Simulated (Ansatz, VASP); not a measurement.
## BeP3Pd in VASP and in Ansatz

The input INCAR:

```
ALGO = Normal
EDIFF = 1E-6
EDIFFG = -0.04
ENCUT = 600
GGA = PE
IBRION = 2
ISIF = 3
ISMEAR = 0
LASPH = True
LCHARG = False
LREAL = False
LWAVE = False
NELM = 60
NSW = 90
PREC = Accurate
SIGMA = 0.1
```

Contents of KPOINTS:

```
k-points
0
Gamma
  4 4 4
```

The input POSCAR:

```
BeP3Pd
1.0
    3.9666812564      0.0000000000      0.0000000000
    0.0000000000      3.9666812564      0.0000000000
    0.0000000000      0.0000000000      4.0163890416
Be P Pd
1 3 1
Direct
    0.0000000000      0.0000000000      0.0000000000
    0.5000000000      0.5000000000      0.9750000000
    0.0000000000      0.5000000000      0.4850000000
    0.5000000000      0.0000000000      0.4850000000
    0.5000000000      0.5000000000      0.5150000000
```

Input for Ansatz:

```yaml
crystal:
  lattice:
    - [3.9666812564, 0.0, 0.0]
    - [0.0, 3.9666812564, 0.0]
    - [0.0, 0.0, 4.0163890416]
  atoms:
    - { symbol: Be, position: [0.0, 0.0, 0.0] }
    - { symbol: P, position: [0.5, 0.5, 0.975] }
    - { symbol: P, position: [0.0, 0.5, 0.485] }
    - { symbol: P, position: [0.5, 0.0, 0.485] }
    - { symbol: Pd, position: [0.5, 0.5, 0.515] }
basis:
  ecutwfc: 420
kpoints:
  mp_grid: { grid: [4, 4, 4] }
hamiltonian:
  xc: pbe
scf:
  occupations: { method: gaussian, width: 0.1 }
  lower_state_search: "off"
output:
  forces: true
  stress: true
  eigenvalues: true
relax:
  adjacent_minimum: "off"
  f_tol: 0.04
  max_steps: 70
  cell: { stress_tol: 0.4 }
```

Alike in both runs: task relaxation of cell and atoms; functional PBE; k mesh 4 × 4 × 4; occupations gaussian, width 0.1 eV; no spin polarisation.

|  | VASP | Ansatz |
| --- | --- | --- |
| version | VASP 6.6.1 | Ansatz 0.2.0 |
| potentials or method | VASP PAW PBE potentials, release 64 (Be, P, Pd), cutoff 600 eV | scalar-relativistic, plane waves, PAW |
| valence electrons in the cell | 27 | 35 |

```csv
,VASP,Ansatz,Ansatz less VASP
"gap on the k mesh at the Fermi level, each at its own relaxed structure (eV)",none,none,-
relaxed volume (Å³/atom),18.44,18.46,+0.021
relaxed cell length with the largest relative difference (Å),4.739,4.725,-0.0141
```

A gap of «none» marks a metal or a gap that the smearing closes. VASP's potentials hold 27 valence electrons a cell and Ansatz's 35, so a difference there can come from the potentials and not from the codes.

The k mesh is coarse, so the values compare programs but aren't converged. Noted on VASP's run: the volume moved by over 15 % at a fixed basis, so the end points are rough.
